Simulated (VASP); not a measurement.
# I (Cmce) in VASP: notebook

Runs on I. Level: PBEsol. Tasks: relaxation of cell and atoms, single point.

Everything below comes from runs of VASP 6.6.1. Logs are shortened: lines on timing, memory, paths and dates and some standing lists are left out, and cuts for length are marked.

**1. The cell of the first run**

It takes space group Cmce (No. 64, orthorhombic). Conventional cell: a = 6.916 Å, b = 4.209 Å, c = 9.300 Å, α = 90.00°, β = 90.00°, γ = 90.00°. Within 3.6 Å of I (site symmetry m) lie 4 I at 2.74 to 3.54 Å.

**2. Relaxation of cell and atoms, PBEsol, target pressure 4 GPa, at which the enthalpy is minimised**

INCAR reads:

```
SYSTEM = I
PREC = Accurate
ENCUT = 600
EDIFF = 1E-6
ISMEAR = 0
SIGMA = 0.02
LREAL = .False.
LASPH = .True.
NELM = 80
ALGO = Normal
ISIF = 3
LWAVE = .False.
LCHARG = .False.
GGA = PS
IBRION = 2
NSW = 70
EDIFFG = -0.008
PSTRESS = 40.0
```

KPOINTS reads:

```
Automatic mesh
0
Gamma
  8 8 4
  0 0 0
```

POSCAR reads:

```
I
1.0
    3.4577859094     -2.1043906876      0.0000000000
    3.4577859094      2.1043906876      0.0000000000
    0.0000000000      0.0000000000      9.2996762961
I
4
Direct
    0.8211753444      0.1788246556      0.1230025011
    0.6788246556      0.3211753444      0.6230025011
    0.1788246556      0.8211753444      0.8769974989
    0.3211753444      0.6788246556      0.3769974989
```

Potentials or basis: VASP PAW PBE potentials, release 64 (I).

Run with:

```
$ cat potpaw_PBE.64/I/POTCAR > POTCAR
$ mpirun -np 1 vasp_std > vasp.out
```

OUTCAR:

```text
SYSTEM = I
   PREC = Accurate
   ENCUT = 600
   EDIFF = 1E-6
   ISMEAR = 0
   LREAL = .False.
   LASPH = .True.
   NELM = 80
   ISIF = 3
   GGA = PS
   IBRION = 2
   NSW = 70
   EDIFFG = -0.008
   PSTRESS = 40.0

 ion  position               nearest neighbor table
   1  0.821  0.179  0.123-   3 2.74   4 3.16   4 3.16   3 3.54
   2  0.679  0.321  0.623-   4 2.74   3 3.16   3 3.16   4 3.54
   3  0.179  0.821  0.877-   1 2.74   2 3.16   2 3.16   1 3.54
   4  0.321  0.679  0.377-   2 2.74   1 3.16   1 3.16   2 3.54

  LATTYP: Found a base centered orthorhombic cell.
 ALAT       =     4.2087813752
 B/A-ratio  =     1.6431292582
 C/A-ratio  =     2.2095888256

  Lattice vectors:

 A1 = (  -3.4577859094,  -2.1043906876,   0.0000000000)
 A2 = (   3.4577859094,  -2.1043906876,   0.0000000000)
 A3 = (   0.0000000000,   0.0000000000,   9.2996762961)

Analysis of symmetry for initial positions (statically):
=====================================================================
 Subroutine PRICEL returns:
 Original cell was already a primitive cell.

 Routine SETGRP: Setting up the symmetry group for a
 base centered orthorhombic supercell.

 Subroutine GETGRP returns: Found  8 space group operations
 (whereof  4 operations were pure point group operations)
 out of a pool of  8 trial point group operations.

The static configuration has the point symmetry C_2h.
 The point group associated with its full space group is D_2h.

Analysis of symmetry for dynamics (positions and initial velocities):
=====================================================================
 Subroutine PRICEL returns:
 Original cell was already a primitive cell.

 Routine SETGRP: Setting up the symmetry group for a
 base centered orthorhombic supercell.

 Subroutine GETGRP returns: Found  8 space group operations
 (whereof  4 operations were pure point group operations)
 out of a pool of  8 trial point group operations.

The dynamic configuration has the point symmetry C_2h.
 The point group associated with its full space group is D_2h.

 Subroutine INISYM returns: Found  8 space group operations
 (whereof  4 operations are pure point group operations),
 and found     1 'primitive' translations

----------------------------------------------------------------------------------------

                                     Primitive cell

  volume of cell :     135.3388

  direct lattice vectors                    reciprocal lattice vectors
     3.457785909 -2.104390688  0.000000000     0.144601202 -0.237598466  0.000000000
     3.457785909  2.104390688  0.000000000     0.144601202  0.237598466  0.000000000
     0.000000000  0.000000000  9.299676296     0.000000000  0.000000000  0.107530625

  length of vectors
     4.047807253  4.047807253  9.299676296     0.278141221  0.278141221  0.107530625

  position of ions in fractional coordinates (direct lattice)
     0.821175344  0.178824656  0.123002501
     0.678824656  0.321175344  0.623002501
     0.178824656  0.821175344  0.876997499
     0.321175344  0.678824656  0.376997499

  ion indices of the primitive-cell ions
   primitive index   ion index
                 1           1
                 2           2
                 3           3
                 4           4

----------------------------------------------------------------------------------------

 KPOINTS: Automatic mesh

Automatic generation of k-mesh.
 Grid dimensions read from file:
 generate k-points for:    8    8    4

 Generating k-lattice:

  Cartesian coordinates                     Fractional coordinates (reciprocal lattice)
     0.018075150 -0.029699808  0.000000000     0.125000000  0.000000000  0.000000000
     0.018075150  0.029699808  0.000000000     0.000000000  0.125000000  0.000000000
     0.000000000  0.000000000  0.026882656     0.000000000  0.000000000  0.250000000

  Length of vectors
     0.034767653  0.034767653  0.026882656

  Shift w.r.t. Gamma in fractional coordinates (k-lattice)
     0.000000000  0.000000000  0.000000000

 Subroutine IBZKPT returns following result:
 ===========================================

 Found     63 irreducible k-points:

 Following reciprocal coordinates:
            Coordinates               Weight
  0.000000  0.000000  0.000000      1.000000
  0.125000  0.000000  0.000000      4.000000
  0.250000  0.000000  0.000000      4.000000
  0.375000  0.000000  0.000000      4.000000
  0.500000  0.000000  0.000000      2.000000
  0.125000  0.125000  0.000000      2.000000
[... 16 lines left out ...]
  0.125000  0.000000  0.250000      8.000000
  0.250000  0.000000  0.250000      8.000000
 [... further k-points ...]
   k-points           NKPTS =     63   k-points in BZ     NKDIM =     63   number of bands    NBANDS=     18
   number of dos      NEDOS =    301   number of ions     NIONS =      4
   total plane-waves  NPLWV =  81920
   dimension x,y,z NGX =    32 NGY =   32 NGZ =   80
   dimension x,y,z NGXF=    64 NGYF=   64 NGZF=  160
   ions per type =               4
   NGX,Y,Z   is equivalent  to a cutoff of  13.14, 13.14, 14.30 a.u.
   NGXF,Y,Z  is equivalent  to a cutoff of  26.29, 26.29, 28.60 a.u.
 SYSTEM =  I
   PREC   = accura    normal or accurate (medium, high low for compatibility)
   ISTART =      0    job   : 0-new  1-cont  2-samecut
   ICHARG =      2    charge: 1-file 2-atom 10-const
   ISPIN  =      1    spin polarized calculation?
   LNONCOLLINEAR =      F non collinear calculations
   LSORBIT =      F    spin-orbit coupling
   LASPH  =      T    aspherical Exc in radial PAW
   ENCUT  =  600.0 eV  44.10 Ry    6.64 a.u.   8.08  8.08 18.57*2*pi/ulx,y,z
   NELM   =     80;   NELMIN=  2; NELMDL= -5     # of ELM steps
   EDIFF  = 0.1E-05   stopping-criterion for ELM
   LREAL  =      F    real-space projection
   EDIFFG = -.8E-02   stopping-criterion for IOM
   NSW    =     70    number of steps for IOM
   IBRION =      2    ionic relax: 0-MD 1-quasi-New 2-CG
   NFREE  =      1    steps in history (QN), initial steepest desc. (CG)
   ISIF   =      3    stress and relaxation
   ISYM   =      2    0-nonsym 1-usesym 2-fastsym
   POTIM  = 0.5000    time-step for ionic-motion
   TEBEG  =    0.0;   TEEND  =   0.0 temperature during run
   PSTRESS=   40.0 pullay stress
   NELECT =      28.0000    total number of electrons
   NUPDOWN=      -1.0000    fix difference up-down
   EMIN   =  10.00;   EMAX   =-10.00  energy-range for DOS
   EFERMI =   0.00;   METHOD = LEGACY
   ISMEAR =     0;   SIGMA  =   0.02  broadening in eV -4-tet -1-fermi 0-gaus
   EFERMI_NEDOS =   21; number of points for ismear=-14 and -15
   IALGO  =     38    algorithm
   IMIX   =      4    mixing-type and parameters
     AMIX     =   0.40;   BMIX     =  1.00
     AMIX_MAG =   1.60;   BMIX_MAG =  1.00
  volume/ion in A,a.u.               =      33.83       228.33
  Fermi-wavevector in a.u.,A,eV,Ry     =   0.968248  1.829724 12.755527  0.937505
  Thomas-Fermi vector in A             =   2.098202
   LORBIT       =      0    0 simple, 1 ext, 2 COOP (PROOUT), +10 PAW based schemes
   GGA     = PS    functional components
   LHFCALC =     F    Hartree Fock is set to
   AEXX    =    0.0000 exact exchange contribution
   IVDW    =     0    specifies the selected vdW correction
   LEPSILON=     F    determine dielectric tensor
   LRPA    =     F    only Hartree local field effects (RPA)
 conjugate gradient relaxation of ions
 non-spin polarized calculation
 Gauss-broadening in eV      SIGMA  =   0.02
  energy-cutoff  :      600.00
  volume of cell :      135.34
 maximum number of plane-waves:      4554
   NGX = 17   NGY = 17   NGZ = 37

--------------------------------------- Ionic step        1  -------------------------------------------

 number of electron      28.0000002 magnetization

 Free energy of the ion-electron system (eV)
  ---------------------------------------------------
  ext. energy  EPLUGINS =         0.00000000
  ---------------------------------------------------
  free energy    TOTEN  =        -6.80447815 eV

  energy without entropy =       -6.80447815  energy(sigma->0) =       -6.80447815

------------------------ aborting loop because EDIFF is reached ----------------------------------------

  FORCE on cell =-STRESS in cart. coord.  units (eV):
  Direction    XX          YY          ZZ          XY          YZ          ZX
  --------------------------------------------------------------------------------------
  -------------------------------------------------------------------------------------
  Total        1.6130250      4.0302539      5.7863238      0.0000000      0.0000000      0.0000000
  in kB       19.0954277     47.7112379     68.5000705      0.0000000      0.0000000      0.0000000
  external PRESSURE =       5.1022454 kB  Pullay stress =      40.0000000 kB
[... 103 lines left out ...]
  energy  without entropy=       -6.8812516352  energy(sigma->0) =       -6.88125164

  enthalpy is  TOTEN    =        -3.4687156325 eV   P V=        3.4125360027

[... ionic steps 4 to 13 ...]

--------------------------------------- Ionic step       14  -------------------------------------------

 number of electron      27.9999999 magnetization

------------------------ aborting loop because EDIFF is reached ----------------------------------------
[... 75 lines left out ...]
--------------------------------------- Ionic step       16  -------------------------------------------

 number of electron      27.9999999 magnetization

 Free energy of the ion-electron system (eV)
  ---------------------------------------------------
  ext. energy  EPLUGINS =         0.00000000
  ---------------------------------------------------
  free energy    TOTEN  =        -6.75385106 eV

  energy without entropy =       -6.75385106  energy(sigma->0) =       -6.75385106

 E-fermi :   5.7102     XC(G=0):  -9.4939

 val. band max:        5.5661705856   @ k =   0.5000   0.0000   0.5000
 cond. band min:       6.0703737032   @ k =   0.5000   0.3750   0.0000
 fundamental gap:      0.5042031176
 Fermi energy:         5.7102404462

 k-point     1 :       0.0000    0.0000    0.0000
  band No.  band energies     occupation
      1      -9.0975      2.00000
      2      -7.9643      2.00000
      3      -7.4956      2.00000
      4      -5.4015      2.00000
      5       0.0230      2.00000
      6       2.3323      2.00000
[... 481 lines left out ...]
      5       0.2134      2.00000
      6       0.8220      2.00000
[... 10 lines left out ...]
     17      11.0753      0.00000
     18      11.1753      0.00000

 [... further k-points ...]

------------------------ aborting loop because EDIFF is reached ----------------------------------------

  FORCE on cell =-STRESS in cart. coord.  units (eV):
  Direction    XX          YY          ZZ          XY          YZ          ZX
  --------------------------------------------------------------------------------------
  -------------------------------------------------------------------------------------
  Total        3.2525806      3.2449260      3.2535655      0.0000000     -0.0000000      0.0000000
  in kB       40.0132338     39.9190666     40.0253509      0.0000000     -0.0000000      0.0000000
  external PRESSURE =      -0.0141162 kB  Pullay stress =      40.0000000 kB
[... 23 lines left out ...]
  energy  without entropy=       -6.7538510552  energy(sigma->0) =       -6.75385106

  enthalpy is  TOTEN    =        -3.5023462231 eV   P V=        3.2515048321

 reached required accuracy - stopping structural energy minimisation
```

It took 34 min on 1 thread of Intel Xeon 8259CL, shared host; peak memory 0.39 GiB.

Results:

```yaml
Free_energy: -6.7539 eV
Relaxed_volume: 32.56 Å³/atom
Relaxed_cell: a = 3.914 Å, b = 3.914 Å, c = 9.396 Å, α = 90.00°, β = 90.00°, γ = 64.76°
Space_group_after_relaxing_to_0.1_Å: Cmce (No. 64)
Energy_change_on_relaxing_the_run_minimises_the_enthalpy: +12.7 meV/atom
Ionic_steps: 16
Pressure_after_relaxing: 4.0 GPa
Largest_force_after_relaxing: 0.004 eV/Å
Band_gap_on_the_k_mesh: 0.50 eV (least direct gap 0.90 eV)
```

Forces in eV/Å, atoms in the order of the input:
```
I    0.000 -0.002 -0.003
I    0.000  0.002 -0.003
I    0.000  0.002  0.003
I    0.000 -0.002  0.003
```

The path:
```csv
step,energy change (eV),largest force (eV/Å),pressure (GPa),volume (Å³)
1,0.0000,0.3479,4.51,135.34
2,-0.0830,0.1258,1.99,137.37
3,-0.0768,0.0650,2.77,136.69
4,0.0006,0.0699,3.54,132.51
5,0.0424,0.0733,3.93,130.71
6,0.0454,0.0736,3.95,130.59
7,0.0483,0.0608,4.09,130.43
8,0.0506,0.0660,4.17,130.33
9,0.0455,0.0573,4.08,130.51
10,0.0349,0.0474,3.88,130.91
11,0.0379,0.0405,3.90,130.77
12,0.0475,0.0210,4.00,130.36
13,0.0496,0.0178,4.02,130.28
14,0.0480,0.0050,3.96,130.34
15,0.0483,0.0063,3.96,130.33
16,0.0506,0.0039,4.00,130.24
```

Final structure:
```
I
1.0
     3.30582   -2.09638    0.00000
     3.30582    2.09638    0.00000
     0.00000    0.00000    9.39626
I
4
Direct
  0.81105 0.18895 0.12347
  0.68895 0.31105 0.62347
  0.18895 0.81105 0.87653
  0.31105 0.68895 0.37653
```

Caveat: the cell is relaxed towards a set pressure, so the run minimises the enthalpy, not the energy; the PAW data sets were made with another functional, which shifts forces and pressure a little; spin-orbit coupling is left out, which moves the levels of the heavy elements. A k mesh can miss the band edges.

[end of part 1 of 2]
